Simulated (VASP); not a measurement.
# SnO in VASP: further runs, part 3 of 3

VASP 6.6.1.

## Step 6: Electric field gradients, PBEsol (17.83 Å³/atom)

This run uses another cell than the first one, of 17.83 Å³/atom.

INCAR reads:

```
PREC = Accurate ; ENCUT = 520
EDIFF = 1E-8 ; ISMEAR = -1
SIGMA = 0.01 ; LREAL = False
LASPH = True ; NELM = 60
ALGO = Normal ; ISIF = 2
LWAVE = False ; LCHARG = False
GGA = PS ; LEFG = True
NBANDS = 28
```

KPOINTS reads:

```
regular mesh
0
Gamma
  8 8 6
```

POSCAR reads:

```
SnO
1.0
    3.8271795418      0.0000000000      0.0000000000
    0.0000000000      3.8271795418      0.0000000000
    0.0000000000      0.0000000000      4.8680274234
Sn O
2 2
Direct
    0.0000000000      0.5000000000      0.2385000000
    0.5000000000      0.0000000000      0.7615000000
    0.0000000000      0.0000000000      0.0000000000
    0.5000000000      0.5000000000      0.0000000000
```

Potentials or basis: VASP PAW PBE potentials, release 64 (Sn_d, O).

Command:

```
$ cat potpaw_PBE.64/Sn_d/POTCAR potpaw_PBE.64/O/POTCAR > POTCAR
$ mpirun -np 1 vasp_std > vasp.out
```

OUTCAR:

```text
PREC = Accurate
   ENCUT = 520
   EDIFF = 1E-8
   ISMEAR = -1
   LREAL = False
   LASPH = True
   NELM = 60
   ISIF = 2
   GGA = PS

 ion  position               nearest neighbor table
   1  0.000  0.500  0.239-   3 2.24   4 2.24   3 2.24   4 2.24   2 3.57   2 3.57   2 3.57   2 3.57
                             2 3.72   2 3.72   2 3.72   2 3.72
   2  0.500  0.000  0.761-   3 2.24   4 2.24   4 2.24   3 2.24   1 3.57   1 3.57   1 3.57   1 3.57
                             1 3.72   1 3.72   1 3.72   1 3.72
   3  0.000  0.000  0.000-   1 2.24   2 2.24   1 2.24   2 2.24
   4  0.500  0.500  0.000-   1 2.24   2 2.24   2 2.24   1 2.24

  LATTYP: Found a simple tetragonal cell.
 ALAT       =     3.8271795418
 C/A-ratio  =     1.2719621252

  Lattice vectors:

 A1 = (   3.8271795418,   0.0000000000,   0.0000000000)
 A2 = (   0.0000000000,   3.8271795418,   0.0000000000)
 A3 = (   0.0000000000,   0.0000000000,   4.8680274234)

Analysis of symmetry for initial positions (statically):
=====================================================================
 Subroutine PRICEL returns:
 Original cell was already a primitive cell.

 Routine SETGRP: Setting up the symmetry group for a
 simple tetragonal supercell.

 Subroutine GETGRP returns: Found 16 space group operations
 (whereof  8 operations were pure point group operations)
 out of a pool of 16 trial point group operations.

The static configuration has the point symmetry D_2d.
 The point group associated with its full space group is D_4h.

Analysis of symmetry for dynamics (positions and initial velocities):
=====================================================================
 Subroutine PRICEL returns:
 Original cell was already a primitive cell.
[... 908 lines left out ...]
     27      15.2440      0.00000
     28      15.2440      0.00000

 [... further k-points ...]
[... 5 lines left out ...]
  --------------------------------------------------------------------------------------
  -------------------------------------------------------------------------------------
  Total       -0.7214761     -0.7214761     -0.7312008      0.0000000     -0.0000000      0.0000000
  in kB      -16.2114484    -16.2114484    -16.4299614      0.0000000     -0.0000000      0.0000000
  external PRESSURE =     -16.2842860 kB  Pullay stress =       0.0000000 kB

 VOLUME and BASIS-vectors are now :
 -----------------------------------------------------------------------------
  energy-cutoff  :      520.00
  volume of cell :       71.30
      direct lattice vectors                 reciprocal lattice vectors
     3.827179542  0.000000000  0.000000000     0.261289022  0.000000000  0.000000000
     0.000000000  3.827179542  0.000000000     0.000000000  0.261289022  0.000000000
     0.000000000  0.000000000  4.868027423     0.000000000  0.000000000  0.205422015

 POSITION                                       TOTAL-FORCE (eV/Angst)
 -----------------------------------------------------------------------------------
      0.00000      1.91359      1.16102        -0.000000     -0.000000     -0.132958
      1.91359      0.00000      3.70700         0.000000     -0.000000      0.132958
      0.00000      0.00000      0.00000        -0.000000      0.000000     -0.000000
      1.91359      1.91359      0.00000        -0.000000     -0.000000     -0.000000
 -----------------------------------------------------------------------------------
    total drift:                                0.000000      0.000000      0.000000

  FREE ENERGIE OF THE ION-ELECTRON SYSTEM (eV)
  ---------------------------------------------------
  free  energy   TOTEN  =       -24.2064232463 eV

  energy  without entropy=      -24.2063975410  energy(sigma->0) =      -24.20641039

 Electric field gradients (V/A^2)
---------------------------------------------------------------------
 ion       V_xx      V_yy      V_zz      V_xy      V_xz      V_yz
---------------------------------------------------------------------
   1      79.577    79.577  -159.154    -0.000    -0.000     0.000
   2      79.577    79.577  -159.154     0.000     0.000    -0.000
   3      -0.878    -0.878     1.756     0.000     0.000     0.000
   4      -0.878    -0.878     1.756     0.000    -0.000    -0.000
---------------------------------------------------------------------

 Electric field gradients after diagonalization (V/A^2)
 (convention: |V_zz| > |V_xx| > |V_yy|)
----------------------------------------------------------------------
 ion       V_xx      V_yy      V_zz     asymmetry (V_yy - V_xx)/ V_zz
----------------------------------------------------------------------
   1      79.577    79.577  -159.154       0.000
   2      79.577    79.577  -159.154       0.000
   3      -0.878    -0.878     1.756       0.000
   4      -0.878    -0.878     1.756       0.000
----------------------------------------------------------------------

           NMR quadrupolar parameters

 Cq : quadrupolar parameter    Cq=e*Q*V_zz/h
 eta: asymmetry parameters     (V_yy - V_xx)/ V_zz
 Q  : nuclear electric quadrupole moment in mb (millibarn)
----------------------------------------------------------------------
 ion       Cq(MHz)       eta       Q (mb)
----------------------------------------------------------------------
   1      -0.385       0.000       1.000
   2      -0.385       0.000       1.000
   3       0.004       0.000       1.000
   4       0.004       0.000       1.000
----------------------------------------------------------------------
```

stdout:

```text
POSCAR found type information on POSCAR SnO
 POSCAR found :  2 types and       4 ions
 scaLAPACK will be used
 -----------------------------------------------------------------------------
|                                                                             |
|                                                                             |
|     You enforced a specific xc type in the INCAR file but a different       |
|     I HOPE YOU KNOW WHAT YOU ARE DOING!                                     |
|                                                                             |
 -----------------------------------------------------------------------------

 LDA part: xc-table for (Slater+PW92), standard interpolation
 POSCAR, INCAR and KPOINTS ok, starting setup
 FFT: planning ... GRIDC
 FFT: planning ... GRID_SOFT
 FFT: planning ... GRID
 WAVECAR not read
 entering main loop
ion   1

ion   2

ion   3

ion   4
```

It took 2.2 min on 1 thread of Intel Xeon 8259CL, shared host; peak memory 0.24 GiB.

Results:

- Free energy: -24.2064 eV
- Pressure: -1.6 GPa
- Largest force: 0.133 eV/Å
- Band gap on the k mesh: 0.08 eV (least direct gap 1.93 eV)
- Largest electric field gradient by atom: Sn -159.2; O +1.8 V/Å²

Forces in eV/Å, atoms in the order of the input:
```
Sn   0.000  0.000 -0.133
Sn   0.000  0.000  0.133
O    0.000  0.000  0.000
O    0.000  0.000  0.000
```

Electric field gradients, principal values (V/Å²):
```
atom   least  middle  greatest (by size)
1 Sn  79.577  79.577            -159.154
2 Sn  79.577  79.577            -159.154
 3 O  -0.878  -0.878               1.756
 4 O  -0.878  -0.878               1.756
```

Caveat: without QUAD_EFG the Cq values of the log hold for a quadrupole moment of 1 mb, not for the nuclei; the PAW data sets were made with another functional, which shifts forces and pressure a little; spin-orbit coupling is left out, which moves the levels of the heavy elements. A k mesh can miss the band edges.

## Step 7: Overview

```tsv
potentials or basis	cell	cutoff (eV)	gap on the mesh (eV)	pressure (GPa)	largest force (eV/Å)
VASP PAW PBE potentials, release 64 (Sn_d, O_h)	a = 3.764, b = 3.764, c = 4.836 Å, 4 atoms	910	none	2.2	0.40
VASP PAW PBE potentials, release 64 (Sn_d, O)	a = 3.802, b = 3.802, c = 4.836 Å, angles 91.1°, 4 atoms	520	none	0.3	0.24
VASP PAW PBE potentials, release 64 (Sn_d, O)	a = 3.815, b = 3.815, c = 4.852 Å, 4 atoms	520	0.04	-0.7	-
VASP PAW PBE potentials, release 64 (Sn_d, O)	a = 3.827, b = 3.827, c = 4.868 Å, 4 atoms	520	0.08	-1.6	0.13
```

Alike in all rows: task electric field gradients; level PBEsol; no spin polarisation; k mesh 8 × 8 × 6; smearing fermi-dirac 0.01 eV.

Caveats: the PAW data sets were made with another functional, which shifts forces and pressure a little; spin-orbit coupling is left out, which moves the levels of the heavy elements; semilocal functionals underestimate gaps, so a narrow gap can read as zero (at least some runs); the cutoff is under 1.25 times the usual one of these potentials, so pressure, stress and relaxed cells hold a basis-set (Pulay) error (at least some runs).

Total energies depend on the potentials used, so only differences within one code and one set of settings carry meaning.
